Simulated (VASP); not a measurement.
A run of VASP 6.6.1 is set up as follows.

INCAR

```
SYSTEM = Ir
  ALGO = Normal
  EDIFF = 1E-6
  ENCUT = 500
  GGA_COMPAT = .FALSE.
  ISIF = 2
  ISMEAR = 0
  LASPH = .TRUE.
  LCHARG = .TRUE.
  LELF = .TRUE.
  LREAL = .FALSE.
  LVHAR = .TRUE.
  LWAVE = .FALSE.
  NBANDS = 16
  NELM = 120
  PREC = Accurate
  SIGMA = 0.15
```

The input KPOINTS:

```
k-points
0
G
  18 18 10
  0 0 0
```

The input POSCAR:

```
Ir
1.0
    2.8315000000      0.0000000000      0.0000000000
   -1.4157500000      2.4521509308      0.0000000000
    0.0000000000      0.0000000000      4.2400000000
Ir
2
Direct
    0.6666666667      0.3333333333      0.7500000000
    0.3333333333      0.6666666667      0.2500000000
```

Potentials or basis: VASP PAW LDA potentials, release 64 (Ir).

Command:

```sh
$ cat potpaw_LDA.64/Ir/POTCAR > POTCAR
$ mpirun -np 1 vasp_std > vasp.out
```

Question: Predict the pressure.

Answer: -14.9 GPa.

Question: Predict the band gap on the k mesh.

Answer: Zero (band 9 reaches 10.49 eV, above the bottom of band 10 at 7.63 eV).

Stress tensor (GPa, compression positive):
```
-22.23   0.00   0.00
  0.00 -22.23   0.00
  0.00   0.00  -0.33
```

Caveat: spin-orbit coupling is left out, which moves the levels of the heavy elements.
